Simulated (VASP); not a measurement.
Here is a VASP 6.6.1 calculation.

File INCAR:

```
ALGO = Normal
EDIFF = 1E-7
EDIFFG = -0.03
ENCUT = 520
GGA = PE
IBRION = 2
ISIF = 2
ISMEAR = 0
IVDW = 12
LASPH = True
LCHARG = False
LREAL = Auto
LWAVE = False
NELM = 60
NSW = 80
PREC = Accurate
SIGMA = 0.02
```

Contents of KPOINTS:

```
k-points
0
Gamma
  2 2 2
```

Contents of POSCAR:

```
Mg9O8
1.0
    0.0000000000      4.2250000000      4.2250000000
    4.2250000000      0.0000000000      4.2250000000
    4.2250000000      4.2250000000      0.0000000000
Mg O
9 8
Direct
    0.0000000000      0.0000000000      0.0000000000
    0.0000000000      0.0000000000      0.5000000000
    0.0000000000      0.5000000000      0.0000000000
    0.0000000000      0.5000000000      0.5000000000
    0.5000000000      0.0000000000      0.0000000000
    0.5000000000      0.0000000000      0.5000000000
    0.5000000000      0.5000000000      0.0000000000
    0.5000000000      0.5000000000      0.5000000000
    0.6374757300      0.6303383400      0.6140422000
    0.2500000000      0.2500000000      0.2500000000
    0.2500000000      0.2500000000      0.7500000000
    0.2500000000      0.7500000000      0.2500000000
    0.2500000000      0.7500000000      0.7500000000
    0.7500000000      0.2500000000      0.2500000000
    0.7500000000      0.2500000000      0.7500000000
    0.7500000000      0.7500000000      0.2500000000
    0.7500000000      0.7500000000      0.7500000000
```

Potentials or basis: VASP PAW PBE potentials, release 64 (Mg, O).

Launch:

```sh
$ cat potpaw_PBE.64/Mg/POTCAR potpaw_PBE.64/O/POTCAR > POTCAR
$ mpirun -np 1 vasp_std > vasp.out
```

(1) What does it give for the dispersion energy per atom?

(2) What does it give for the energy gained by relaxing?

(3) Estimate the band gap on the k mesh.

Results:

(1) -0.330 eV.

(2) 360.9 meV/atom.

(3) zero (bands 33 and 34 overlap by 0.49 eV).

Caveat: the k points lie up to 0.64 Å⁻¹ apart.
